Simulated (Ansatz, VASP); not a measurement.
## Two plane-wave programs on HfO2

INCAR

```
SYSTEM = HfO2
PREC = Accurate
ENCUT = 520
EDIFF = 1E-6
ISMEAR = 0
SIGMA = 0.05
LREAL = .FALSE.
LASPH = .TRUE.
NELM = 100
ALGO = Normal
ISIF = 2
LWAVE = .FALSE.
LCHARG = .FALSE.
GGA = PE
NBANDS = 31
```

The input KPOINTS:

```
regular mesh
0
G
  6 6 8
  0 0 0
```

POSCAR

```
HfO2
1.0
    4.8812946518      0.0000000000      0.0000000000
    0.0000000000      4.8812946518      0.0000000000
    0.0000000000      0.0000000000      3.2380276120
Hf O
2 4
Direct
    0.0000000000      0.0000000000     -0.1065463428
    0.5000000000      0.5000000000      0.5000000000
    0.1948368017      0.8051631983      0.5000000000
    0.3051631983      0.3051631983      0.0000000000
    0.6948368017      0.6948368017      0.0000000000
    0.8051631983      0.1948368017      0.5000000000
```

Input for Ansatz:

```yaml
crystal:
  lattice:
    - [4.8812946518, 0.0, 0.0]
    - [0.0, 4.8812946518, 0.0]
    - [0.0, 0.0, 3.238027612]
  atoms:
    - { symbol: Hf, position: [0.0, 0.0, -0.1065463428] }
    - { symbol: Hf, position: [0.5, 0.5, 0.5] }
    - { symbol: O, position: [0.1948368017, 0.8051631983, 0.5] }
    - { symbol: O, position: [0.3051631983, 0.3051631983, 0.0] }
    - { symbol: O, position: [0.6948368017, 0.6948368017, 0.0] }
    - { symbol: O, position: [0.8051631983, 0.1948368017, 0.5] }
basis:
  ecutwfc: 420
kpoints:
  mp_grid: { grid: [6, 6, 8] }
hamiltonian:
  xc: pbe
  pseudopotentials: { kind: paw, azcp: { folder: soft_1 } }
scf:
  occupations: { method: gaussian, width: 0.05 }
output:
  forces: true
  stress: true
  eigenvalues: true
```

Alike in both runs: task single point; functional PBE; k mesh 6 × 6 × 8; occupations gaussian, width 0.05 eV; no spin polarisation.

```csv
,VASP,Ansatz
version,VASP 6.6.1,Ansatz 0.2.0
potentials or method,"VASP PAW PBE potentials, release 64 (Hf_pv, O), cutoff 520 eV","scalar-relativistic, plane waves, PAW"
valence electrons in the cell,44,76
```

Ansatz gave:

| Property | Result |
| --- | --- |
| gap on the k mesh at the Fermi level (eV) | 4.22 |
| least direct gap on the mesh (eV) | 4.22 |
| pressure (GPa) | 7.7 |
| traceless stress, the component that is largest in VASP (GPa) | -7.30 |
| rms of the force components (eV/Å) | 1.515 |

Question: Estimate VASP's values.

Answer: gap on the k mesh at the Fermi level (eV): 4.17; least direct gap on the mesh (eV): 4.17; pressure (GPa): 5.1; traceless stress, the component that is largest in VASP (GPa): -7.21; rms of the force components (eV/Å): 1.497.

Atom by atom the forces differ by 0.032 eV/Å (rms over components). VASP's potentials hold 44 valence electrons a cell and Ansatz's 76, so a difference there can come from the potentials and not from the codes.

Neither program's run includes spin-orbit coupling.
